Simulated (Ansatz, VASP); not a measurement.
**One calculation of Sc3I2, two programs**

```
Sc I
1.0
     3.58981    2.07258    6.36056
    -3.58981    2.07258    6.36056
     0.00000   -4.14515    6.36056
Sc I
6 4
Direct
  0.05965 0.44035 0.75000
  0.75000 0.05965 0.44035
  0.44035 0.75000 0.05965
  0.94035 0.55965 0.25000
  0.25000 0.94035 0.55965
  0.55965 0.25000 0.94035
  0.84742 0.84742 0.84742
  0.65258 0.65258 0.65258
  0.15258 0.15258 0.15258
  0.34742 0.34742 0.34742
```

Alike in both runs: functional PBE; k mesh 3 × 3 × 3; occupations gaussian, width 0.1 eV; no spin polarisation.

Ansatz relaxed the structure, and its values are those at the end. VASP's run is a single point on that final structure, the one shown.

|  | VASP | Ansatz |
| --- | --- | --- |
| version | VASP 6.6.1 | Ansatz 0.2.0 |
| potentials or method | VASP PAW PBE potentials, release 64 (Sc_sv, I), cutoff 520 eV | scalar-relativistic, plane waves, PAW |
| valence electrons in the cell | 94 | 134 |

```tsv
	VASP	Ansatz	Ansatz less VASP
gap on the k mesh at the Fermi level (eV)	none	none	-
pressure (GPa)	0.0	0.0	-0.06
rms of the force components (eV/Å)	0.007	0.007	-0.0001
```

A gap of «none» marks a metal or a gap that the smearing closes. VASP's potentials hold 94 valence electrons a cell and Ansatz's 134, so a difference there can come from the potentials and not from the codes.

Neither program's run includes spin-orbit coupling.
